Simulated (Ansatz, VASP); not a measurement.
# NaH: VASP beside Ansatz

File POSCAR:

```
NaH
1.0
    0.0000000000      2.3975116377      2.3975116377
    2.3975116377      0.0000000000      2.3975116377
    2.3975116377      2.3975116377      0.0000000000
Na H
1 1
Direct
    0.0000000000      0.0000000000      0.0000000000
    0.5000000000      0.5000000000      0.5000000000
```

File INCAR.step1:

```
PREC     = Accurate       # precision mode
ENCUT    = 520            # plane-wave cutoff, eV
EDIFF    = 1E-5           # SCF threshold, eV
ISMEAR   = 0              # smearing method
SIGMA    = 0.01           # smearing width, eV
LREAL    = F              # projectors in reciprocal space
LASPH    = T              # aspherical terms in the spheres
NELM     = 60             # most SCF steps
ALGO     = Normal         # electronic algorithm
ISIF     = 2              # what is computed and relaxed
LWAVE    = T              # write WAVECAR
LCHARG   = F              # write CHGCAR
NBANDS   = 11             # bands
GGA      = PE             # functional
```

INCAR.step2

```
PREC     = Accurate       # precision mode
ENCUT    = 520            # plane-wave cutoff, eV
EDIFF    = 1E-6           # SCF threshold, eV
ISMEAR   = 0              # smearing method
SIGMA    = 0.01           # smearing width, eV
LREAL    = F              # projectors in reciprocal space
LASPH    = T              # aspherical terms in the spheres
NELM     = 60             # most SCF steps
ALGO     = Normal         # electronic algorithm
ISIF     = 2              # what is computed and relaxed
LWAVE    = F              # write WAVECAR
LCHARG   = F              # write CHGCAR
GGA      = PE             # functional
LHFCALC  = T              # exact exchange
AEXX     = 1.0            # exact-exchange fraction
ALDAC    = 0.0          
AGGAC    = 0.0          
PRECFOCK = Normal       
NBANDS   = 11             # bands
ISTART   = 1
```

KPOINTS

```
regular mesh
0
Gamma
  6 6 6
```

Input for Ansatz:

```yaml
crystal:
  lattice:
    - [0.0, 2.3975116377, 2.3975116377]
    - [2.3975116377, 0.0, 2.3975116377]
    - [2.3975116377, 2.3975116377, 0.0]
  atoms:
    - { symbol: Na, position: [0.0, 0.0, 0.0] }
    - { symbol: H, position: [0.5, 0.5, 0.5] }
kpoints:
  mp_grid: { grid: [6, 6, 6] }
  band_path:
    path:
      - [0.0, 0.0, 0.0]
      - [0.5, 0.0, 0.5]
      - [0.625, 0.25, 0.625]
      - [0.375, 0.375, 0.75]
      - [0.5, 0.5, 0.5]
      - [0.5, 0.25, 0.75]
      - [0.25, -0.5, -0.25]
      - [0.0, 0.0, 0.5]
    npoints: 1
hamiltonian:
  xc: hf
scf:
  occupations: { method: fixed }
  n_extra_bands: 4
output:
  forces: true
  stress: true
  eigenvalues: true
```

Alike in both runs: task single point; functional HF; k mesh 6 × 6 × 6; no spin polarisation.

```csv
,VASP,Ansatz
version,VASP 6.6.1,Ansatz 0.2.0
potentials or method,"VASP PAW PBE potentials, release 64 (Na_pv, H)","plane waves, PAW"
plane-wave cutoff (eV),520,420
occupations,"gaussian, width 0.01 eV",fixed
valence electrons in the cell,8,10
```

Ansatz gave:

| Property | Result |
| --- | --- |
| gap on the k mesh at the Fermi level (eV) | 11.75 |
| pressure (GPa) | 1.9 |

**Question.** Estimate VASP's values.

**Answer.** gap on the k mesh at the Fermi level (eV): 11.76; pressure (GPa): 2.0.

VASP's potentials were made for PBE, not for HF. VASP's potentials hold 8 valence electrons a cell and Ansatz's 10, so a difference there can come from the potentials and not from the codes. Ansatz's warnings: stress exchange threshold loose, stress scf threshold loose.
